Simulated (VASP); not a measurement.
# KPt (P-6m2) in VASP: further runs

The runs below take KPt through single point, with LDA.

All numbers are computed with VASP 6.6.1; they aren't measurements. Logs are shortened: lines on timing, memory, paths and dates and some standing lists are left out, and cuts for length are marked.

## 1. The cell of the first run

Symmetry: P-6m2, No. 187, hexagonal system. The conventional cell has a = 3.001 Å, b = 3.001 Å, c = 5.346 Å, α = 90.00°, β = 90.00°, γ = 120.00°. K (site symmetry -6m2) has 6 K at 3.00 Å and 6 Pt at 3.19 Å within 4.0 Å. Within 4.0 Å of Pt (site symmetry -6m2) lie 6 Pt at 3.00 Å and 6 K at 3.19 Å.

## 2. Single point, LDA, collinear spin, ferromagnetic start

INCAR

```
PREC     = Accurate       # precision mode
ENCUT    = 500            # plane-wave cutoff, eV
EDIFF    = 1E-6           # SCF threshold, eV
ISMEAR   = -1             # smearing method
SIGMA    = 0.08           # smearing width, eV
LREAL    = False          # projectors in reciprocal space
LASPH    = True           # aspherical terms in the spheres
NELM     = 200            # most SCF steps
ALGO     = Normal         # electronic algorithm
ISIF     = 2              # what is computed and relaxed
LWAVE    = False          # write WAVECAR
LCHARG   = False          # write CHGCAR
ISPIN    = 2              # spin polarisation
MAGMOM   = 0 0.3          # initial moments
LORBIT   = 11             # projections on sites
NUPDOWN  = 0.3            # fixed moment
LMAXMIX  = 4              # l up to which the mixer works
GGA      = CA             # functional
NBANDS   = 20             # bands
GGA_COMPAT= False
```

KPOINTS

```
Automatic mesh
0
Gamma
  11 11 6
```

POSCAR

```
KPt
1.0
    3.0008472788      0.0000000000      0.0000000000
   -1.5004236394      2.5988099763      0.0000000000
    0.0000000000      0.0000000000      5.3455780000
K Pt
1 1
Direct
    0.0000000000      0.0000000000      0.5000000000
    0.6666666667      0.3333333333      0.0000000000
```

Potentials or basis: VASP PAW LDA potentials, release 64 (K_sv, Pt).

Command:

```
cat potpaw_LDA.64/K_sv/POTCAR potpaw_LDA.64/Pt/POTCAR > POTCAR
mpirun -np 1 vasp_std > vasp.out
```

OUTCAR:

```text
PREC = Accurate
   ENCUT = 500
   EDIFF = 1E-6
   ISMEAR = -1
   LREAL = False
   LASPH = True
   NELM = 200
   ISIF = 2
   ISPIN = 2
   LORBIT = 11
   NUPDOWN = 0.3
   GGA = CA

 ion  position               nearest neighbor table
   1  0.000  0.000  0.500-   2 3.19   2 3.19   2 3.19   2 3.19   2 3.19   2 3.19
   2  0.667  0.333  0.000-   1 3.19   1 3.19   1 3.19   1 3.19   1 3.19   1 3.19

  LATTYP: Found a hexagonal cell.
 ALAT       =     3.0008472788
 C/A-ratio  =     1.7813562315

  Lattice vectors:

 A1 = (   3.0008472788,   0.0000000000,   0.0000000000)
 A2 = (  -1.5004236394,   2.5988099763,   0.0000000000)
 A3 = (   0.0000000000,   0.0000000000,   5.3455780000)

Analysis of symmetry for initial positions (statically):
=====================================================================
 Subroutine PRICEL returns:
 Original cell was already a primitive cell.

 Routine SETGRP: Setting up the symmetry group for a
 hexagonal supercell.

 Subroutine GETGRP returns: Found 12 space group operations
 (whereof 12 operations were pure point group operations)
 out of a pool of 24 trial point group operations.

The static configuration has the point symmetry D_3h.

Analysis of symmetry for dynamics (positions and initial velocities):
=====================================================================
 Subroutine PRICEL returns:
 Original cell was already a primitive cell.

 Routine SETGRP: Setting up the symmetry group for a
 hexagonal supercell.

 Subroutine GETGRP returns: Found 12 space group operations
 (whereof 12 operations were pure point group operations)
 out of a pool of 24 trial point group operations.

The dynamic configuration has the point symmetry D_3h.

Analysis of structural, dynamic, and magnetic symmetry:
=====================================================================
 Subroutine PRICEL returns:
 Original cell was already a primitive cell.

 Routine SETGRP: Setting up the symmetry group for a
 hexagonal supercell.

 Subroutine GETGRP returns: Found 12 space group operations
 (whereof 12 operations were pure point group operations)
 out of a pool of 24 trial point group operations.

The overall configuration has the point symmetry D_3h.

 Subroutine INISYM returns: Found 12 space group operations
 (whereof 12 operations are pure point group operations),
 and found     1 'primitive' translations

----------------------------------------------------------------------------------------

                                     Primitive cell

  volume of cell :      41.6882

  direct lattice vectors                    reciprocal lattice vectors
     3.000847279  0.000000000  0.000000000     0.333239218  0.192395752  0.000000000
    -1.500423639  2.598809976  0.000000000     0.000000000  0.384791504  0.000000000
     0.000000000  0.000000000  5.345578000     0.000000000  0.000000000  0.187070509

  length of vectors
     3.000847279  3.000847279  5.345578000     0.384791504  0.384791504  0.187070509

  position of ions in fractional coordinates (direct lattice)
     0.000000000  0.000000000  0.500000000
     0.666666667  0.333333333  0.000000000

  ion indices of the primitive-cell ions
   primitive index   ion index
                 1           1
                 2           2

----------------------------------------------------------------------------------------

 KPOINTS: Automatic mesh

Automatic generation of k-mesh.
 Grid dimensions read from file:
 generate k-points for:   11   11    6

 Generating k-lattice:

  Cartesian coordinates                     Fractional coordinates (reciprocal lattice)
     0.030294474  0.017490523  0.000000000     0.090909091  0.000000000  0.000000000
     0.000000000  0.034981046  0.000000000     0.000000000  0.090909091  0.000000000
     0.000000000  0.000000000  0.031178418     0.000000000  0.000000000  0.166666667

  Length of vectors
     0.034981046  0.034981046  0.031178418

  Shift w.r.t. Gamma in fractional coordinates (k-lattice)
     0.000000000  0.000000000  0.000000000

 Subroutine IBZKPT returns following result:
 ===========================================

 Found     64 irreducible k-points:

 Following reciprocal coordinates:
            Coordinates               Weight
  0.000000  0.000000  0.000000      1.000000
  0.090909 -0.000000  0.000000      6.000000
  0.181818  0.000000  0.000000      6.000000
  0.272727  0.000000  0.000000      6.000000
  0.363636  0.000000  0.000000      6.000000
  0.454545  0.000000  0.000000      6.000000
[... 16 lines left out ...]
  0.090909  0.090909  0.166667     12.000000
  0.181818  0.090909  0.166667     24.000000
 [... further k-points ...]
   k-points           NKPTS =     64   k-points in BZ     NKDIM =     64   number of bands    NBANDS=     20
   number of dos      NEDOS =    301   number of ions     NIONS =      2
   total plane-waves  NPLWV =  23040
   dimension x,y,z NGX =    24 NGY =   24 NGZ =   40
   dimension x,y,z NGXF=    48 NGYF=   48 NGZF=   80
   ions per type =               1   1
   NGX,Y,Z   is equivalent  to a cutoff of  13.30, 13.30, 12.44 a.u.
   NGXF,Y,Z  is equivalent  to a cutoff of  26.59, 26.59, 24.88 a.u.
 SYSTEM =  unknown system
   PREC   = accura    normal or accurate (medium, high low for compatibility)
   ISTART =      0    job   : 0-new  1-cont  2-samecut
   ICHARG =      2    charge: 1-file 2-atom 10-const
   ISPIN  =      2    spin polarized calculation?
   LNONCOLLINEAR =      F non collinear calculations
   LSORBIT =      F    spin-orbit coupling
   LASPH  =      T    aspherical Exc in radial PAW
   ENCUT  =  500.0 eV  36.75 Ry    6.06 a.u.   5.47  5.47  9.75*2*pi/ulx,y,z
   NELM   =    200;   NELMIN=  2; NELMDL= -5     # of ELM steps
   EDIFF  = 0.1E-05   stopping-criterion for ELM
   LREAL  =      F    real-space projection
   EDIFFG = 0.1E-04   stopping-criterion for IOM
   NSW    =      0    number of steps for IOM
   IBRION =     -1    ionic relax: 0-MD 1-quasi-New 2-CG
   NFREE  =      0    steps in history (QN), initial steepest desc. (CG)
   ISIF   =      2    stress and relaxation
   ISYM   =      2    0-nonsym 1-usesym 2-fastsym
   POTIM  = 0.5000    time-step for ionic-motion
   TEBEG  =    0.0;   TEEND  =   0.0 temperature during run
   PSTRESS=    0.0 pullay stress
   NELECT =      19.0000    total number of electrons
   NUPDOWN=       0.3000    fix difference up-down
   EMIN   =  10.00;   EMAX   =-10.00  energy-range for DOS
   EFERMI =   0.00;   METHOD = LEGACY
   ISMEAR =    -1;   SIGMA  =   0.08  broadening in eV -4-tet -1-fermi 0-gaus
   EFERMI_NEDOS =   21; number of points for ismear=-14 and -15
   IALGO  =     38    algorithm
   IMIX   =      4    mixing-type and parameters
     AMIX     =   0.40;   BMIX     =  1.00
     AMIX_MAG =   1.60;   BMIX_MAG =  1.00
  volume/ion in A,a.u.               =      20.84       140.66
  Fermi-wavevector in a.u.,A,eV,Ry     =   1.259858  2.380787 21.595748  1.587243
  Thomas-Fermi vector in A             =   2.393397
   LORBIT       =     11    0 simple, 1 ext, 2 COOP (PROOUT), +10 PAW based schemes
   GGA     = CA    functional components
   LHFCALC =     F    Hartree Fock is set to
   AEXX    =    0.0000 exact exchange contribution
   IVDW    =     0    specifies the selected vdW correction
   LEPSILON=     F    determine dielectric tensor
   LRPA    =     F    only Hartree local field effects (RPA)
 spin polarized calculation
  energy-cutoff  :      500.00
  volume of cell :       41.69
 maximum number of plane-waves:      1087
 NGX is ok and might be reduce to    24
   NGX = 11   NGY = 11   NGZ = 19

 number of electron      19.0000002 magnetization       0.3000000

 Free energy of the ion-electron system (eV)
  ---------------------------------------------------
  ext. energy  EPLUGINS =         0.00000000
  ---------------------------------------------------
  free energy    TOTEN  =        -8.13334167 eV

  energy without entropy =       -8.11102000  energy(sigma->0) =       -8.12218083

 E-fermi :   4.7701     XC(G=0): -10.9969

 val. band max:        5.5744156010   @ k =   0.3636   0.0909   0.1667
 cond. band min:       4.7714714315   @ k =   0.2727   0.0909   0.1667
 fundamental gap:     -0.8029441695
 Fermi energy:         5.6106753820

 spin component 1

 k-point     1 :       0.0000    0.0000    0.0000
  band No.  band energies     occupation
      1     -26.6411      1.00000
      2     -10.1610      1.00000
      3      -9.1812      1.00000
      4      -9.1812      1.00000
      5      -1.3247      1.00000
      6       1.7994      1.00000
[... 12 lines left out ...]
     19      19.7650      0.00000
     20      21.5184      0.00000

 k-point     2 :       0.0909   -0.0000    0.0000
  band No.  band energies     occupation
      1     -26.6033      1.00000
      2     -10.1233      1.00000
      3      -9.3937      1.00000
      4      -9.2229      1.00000
      5      -1.0655      1.00000
      6       1.9161      1.00000
[... 498 lines left out ...]
 k-point    24 :       0.1818    0.0909    0.1667
  band No.  band energies     occupation
      1     -26.4100      1.00000
      2     -10.3102      1.00000
      3      -9.9440      1.00000
      4      -9.4742      1.00000
      5       0.3743      1.00000
      6       2.1555      1.00000
[... 12 lines left out ...]
     19      19.6519      0.00000
     20      20.7996      0.00000

 [... further k-points ...]

 spin component 2

 k-point     1 :       0.0000    0.0000    0.0000
  band No.  band energies     occupation
      1     -26.6297      1.00000
      2     -10.1466      1.00000
      3      -9.1710      1.00000
      4      -9.1710      1.00000
      5      -1.2270      1.00000
      6       1.8803      1.00000
[... 12 lines left out ...]
     19      19.8294      0.00000
     20      21.6015      0.00000

 k-point     2 :       0.0909   -0.0000    0.0000
  band No.  band energies     occupation
      1     -26.5919      1.00000
      2     -10.1091      1.00000
      3      -9.3827      1.00000
      4      -9.2126      1.00000
      5      -0.9680      1.00000
      6       1.9973      1.00000
[... 498 lines left out ...]
 k-point    24 :       0.1818    0.0909    0.1667
  band No.  band energies     occupation
      1     -26.3990      1.00000
      2     -10.2966      1.00000
      3      -9.9302      1.00000
      4      -9.4632      1.00000
      5       0.4769      1.00000
      6       2.3040      1.00000
[... 12 lines left out ...]
     19      19.7306      0.00000
     20      20.8585      0.00000

 [... further k-points ...]
[... 5 lines left out ...]
  --------------------------------------------------------------------------------------
  -------------------------------------------------------------------------------------
  Total       -1.8673780     -1.8673780     -1.2992321     -0.0000000     -0.0000000      0.0000000
  in kB      -71.7678165    -71.7678165    -49.9326069     -0.0000000     -0.0000000      0.0000000
  external PRESSURE =     -64.4894133 kB  Pullay stress =       0.0000000 kB

 VOLUME and BASIS-vectors are now :
 -----------------------------------------------------------------------------
  energy-cutoff  :      500.00
  volume of cell :       41.69
      direct lattice vectors                 reciprocal lattice vectors
     3.000847279  0.000000000  0.000000000     0.333239218  0.192395752  0.000000000
    -1.500423639  2.598809976  0.000000000     0.000000000  0.384791504  0.000000000
     0.000000000  0.000000000  5.345578000     0.000000000  0.000000000  0.187070509

 POSITION                                       TOTAL-FORCE (eV/Angst)
 -----------------------------------------------------------------------------------
      0.00000      0.00000      2.67279         0.000000     -0.000000      0.000000
      1.50042      0.86627      0.00000        -0.000000      0.000000      0.000000
 -----------------------------------------------------------------------------------
    total drift:                               -0.000000      0.000000      0.000000

  FREE ENERGIE OF THE ION-ELECTRON SYSTEM (eV)
  ---------------------------------------------------
  free  energy   TOTEN  =        -8.1333416722 eV

  energy  without entropy=       -8.1110199951  energy(sigma->0) =       -8.12218083

 total charge

# of ion       s       p       d       tot
------------------------------------------
    1        1.985   5.558   0.088   7.631
    2        0.658   0.289   8.067   9.015
--------------------------------------------------
tot          2.644   5.847   8.155  16.646

 magnetization (x)

# of ion       s       p       d       tot
------------------------------------------
    1        0.005   0.002   0.004   0.011
    2        0.009   0.023   0.209   0.240
--------------------------------------------------
tot          0.014   0.024   0.213   0.251
```

Run time: 2.1 min. Hardware: 1 thread of Intel Xeon 8259CL, shared host; peak memory 0.21 GiB.

What came out:

* Free energy: -8.1333 eV
* Pressure: -6.4 GPa
* Net moment: 0.30 μB per cell
* Site moments: K +0.01; Pt +0.24 μB
* Valence electrons inside the program's atomic spheres: K 7.63; Pt 9.02

Caveat: spin-orbit coupling is left out, which moves the levels of the heavy elements; the total moment is fixed, so each spin has its own Fermi level.

## 3. Single point, LDA, collinear spin, ferromagnetic start

INCAR

```
  ALGO = Normal
  EDIFF = 1E-6
  ENCUT = 500
  GGA_COMPAT = F
  ISIF = 2
  ISMEAR = -1
  ISPIN = 2
  LASPH = T
  LCHARG = T
  LELF = T
  LMAXMIX = 4
  LORBIT = 11
  LREAL = F
  LVHAR = T
  LWAVE = F
  MAGMOM = 0 0.8
  NBANDS = 20
  NELM = 200
  NUPDOWN = 0.8
  PREC = Accurate
  SIGMA = 0.08
```

KPOINTS

```
k-points
0
Gamma
  11 11 6
```

POSCAR is that of step 2.

Potentials or basis: VASP PAW LDA potentials, release 64 (K_sv, Pt).

Command:

```
cat potpaw_LDA.64/K_sv/POTCAR potpaw_LDA.64/Pt/POTCAR > POTCAR
mpirun -np 1 vasp_std > vasp.out
```

OUTCAR:

```text
EDIFF = 1E-6
   ENCUT = 500
   ISIF = 2
   ISMEAR = -1
   ISPIN = 2
   LASPH = T
   LORBIT = 11
   LREAL = F
   NELM = 200
   NUPDOWN = 0.8
   PREC = Accurate

 ion  position               nearest neighbor table
   1  0.000  0.000  0.500-   2 3.19   2 3.19   2 3.19   2 3.19   2 3.19   2 3.19
   2  0.667  0.333  0.000-   1 3.19   1 3.19   1 3.19   1 3.19   1 3.19   1 3.19

  LATTYP: Found a hexagonal cell.
 ALAT       =     3.0008472788
 C/A-ratio  =     1.7813562315

  Lattice vectors:

 A1 = (   3.0008472788,   0.0000000000,   0.0000000000)
 A2 = (  -1.5004236394,   2.5988099763,   0.0000000000)
 A3 = (   0.0000000000,   0.0000000000,   5.3455780000)

Analysis of symmetry for initial positions (statically):
=====================================================================
 Subroutine PRICEL returns:
 Original cell was already a primitive cell.

 Routine SETGRP: Setting up the symmetry group for a
 hexagonal supercell.

 Subroutine GETGRP returns: Found 12 space group operations
 (whereof 12 operations were pure point group operations)
 out of a pool of 24 trial point group operations.
[... 743 lines left out ...]
  band No.  band energies     occupation
      1     -26.4762      1.00000
      2     -10.0136      1.00000
      3      -9.0141      1.00000
      4      -9.0141      1.00000
      5      -1.2572      1.00000
      6       1.8608      1.00000
[... 541 lines left out ...]
     19      19.7330      0.00000
     20      20.9122      0.00000

 [... further k-points ...]
[... 5 lines left out ...]
  --------------------------------------------------------------------------------------
  -------------------------------------------------------------------------------------
  Total       -1.5388624     -1.5388624     -0.5761532      0.0000000      0.0000000      0.0000000
  in kB      -59.1421723    -59.1421723    -22.1429508      0.0000000      0.0000000      0.0000000
  external PRESSURE =     -46.8090985 kB  Pullay stress =       0.0000000 kB

 VOLUME and BASIS-vectors are now :
 -----------------------------------------------------------------------------
  energy-cutoff  :      500.00
  volume of cell :       41.69
      direct lattice vectors                 reciprocal lattice vectors
     3.000847279  0.000000000  0.000000000     0.333239218  0.192395752  0.000000000
    -1.500423639  2.598809976  0.000000000     0.000000000  0.384791504  0.000000000
     0.000000000  0.000000000  5.345578000     0.000000000  0.000000000  0.187070509

 POSITION                                       TOTAL-FORCE (eV/Angst)
 -----------------------------------------------------------------------------------
      0.00000      0.00000      2.67279        -0.000000      0.000000      0.000000
      1.50042      0.86627      0.00000         0.000000     -0.000000      0.000000
 -----------------------------------------------------------------------------------
    total drift:                               -0.000000      0.000000      0.000000

  FREE ENERGIE OF THE ION-ELECTRON SYSTEM (eV)
  ---------------------------------------------------
  free  energy   TOTEN  =        -7.7893819006 eV

  energy  without entropy=       -7.7638773675  energy(sigma->0) =       -7.77662963

 total charge

# of ion       s       p       d       tot
------------------------------------------
    1        1.989   5.559   0.088   7.637
    2        0.670   0.304   8.017   8.990
--------------------------------------------------
tot          2.659   5.863   8.105  16.627

 magnetization (x)

# of ion       s       p       d       tot
------------------------------------------
    1        0.013   0.007   0.012   0.032
    2        0.028   0.063   0.536   0.627
--------------------------------------------------
tot          0.042   0.070   0.547   0.659
```

OSZICAR:

```text
N       E                     dE             d eps       ncg     rms          rms(c)
DAV:   1     0.125860758508E+03    0.12586E+03   -0.85280E+03  5128   0.846E+02
DAV:   2    -0.264703281822E+01   -0.12851E+03   -0.11818E+03  5732   0.257E+02
DAV:   3    -0.819494558350E+01   -0.55479E+01   -0.54715E+01  8636   0.427E+01
DAV:   4    -0.825057116593E+01   -0.55626E-01   -0.55564E-01  6124   0.346E+00
DAV:   5    -0.825182061729E+01   -0.12495E-02   -0.12494E-02  7128   0.419E-01    0.103E+01
DAV:   6    -0.787795117690E+01    0.37387E+00   -0.95113E-01  5768   0.560E+00    0.483E+00
DAV:   7    -0.780261522821E+01    0.75336E-01   -0.71895E-02  6272   0.171E+00    0.336E+00
DAV:   8    -0.779051637419E+01    0.12099E-01   -0.44612E-02  6632   0.117E+00    0.867E-01
DAV:   9    -0.778988005586E+01    0.63632E-03   -0.32446E-03  6012   0.417E-01    0.342E-01
DAV:  10    -0.778938334038E+01    0.49672E-03   -0.10499E-03  6280   0.224E-01    0.701E-02
DAV:  11    -0.778938211961E+01    0.12208E-05   -0.93162E-05  6548   0.595E-02    0.314E-02
DAV:  12    -0.778938190057E+01    0.21904E-06   -0.55060E-06  6816   0.171E-02
   1 F= -.77893819E+01 E0= -.77766296E+01  d E =-.255045E-01  mag=     0.8000
```

stdout:

```text
POSCAR found type information on POSCAR K Pt
 POSCAR found :  2 types and       2 ions
 scaLAPACK will be used
 LDA part: xc-table for (Slater(with rela. corr.)+CA(PZ))
 , standard interpolation
 POSCAR, INCAR and KPOINTS ok, starting setup
 FFT: planning ... GRIDC
 FFT: planning ... GRID_SOFT
 FFT: planning ... GRID
 WAVECAR not read
 entering main loop
```

Wall time 1.8 min (1 thread of Intel Xeon 8259CL, shared host); peak memory 0.21 GiB.

Results:

- Free energy: -7.7894 eV
- Pressure: -4.7 GPa
- Net moment: 0.80 μB per cell
- Site moments: K +0.03; Pt +0.63 μB
- Valence electrons inside the program's atomic spheres: K 7.64; Pt 8.99

Caveat: spin-orbit coupling is left out, which moves the levels of the heavy elements; the total moment is fixed, so each spin has its own Fermi level.
